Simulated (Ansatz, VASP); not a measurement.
## Tl in VASP and in Ansatz

```xyz
2
Lattice="3.4560 0.0000 0.0000 -1.7280 2.9930 0.0000 0.0000 0.0000 5.5250" Properties=species:S:1:pos:R:3 pbc="T T T"
Tl    0.0000    1.9953    1.3813
Tl    1.7280    0.9977    4.1438
```

Alike in both runs: task single point; functional PBE; k mesh 11 × 11 × 6; occupations tetrahedron; no spin polarisation.

```csv
,VASP,Ansatz
version,VASP 6.6.1,Ansatz 0.2.0
potentials or method,"VASP PAW PBE potentials, release 64 (Tl_d), cutoff 520 eV","all-electron LAPW, scalar-relativistic"
```

```tsv
	VASP	Ansatz	Ansatz less VASP
pressure (GPa)	3.2	3.3	+0.07
traceless stress, the component that is largest in VASP (GPa)	-0.22	-0.22	+0.003
```

Ansatz ran all-electron here, and VASP with PAW potentials. Ansatz's warnings: band table not solved further, tetrahedron derivatives may miss energy slope.

Spin-orbit coupling is off throughout.
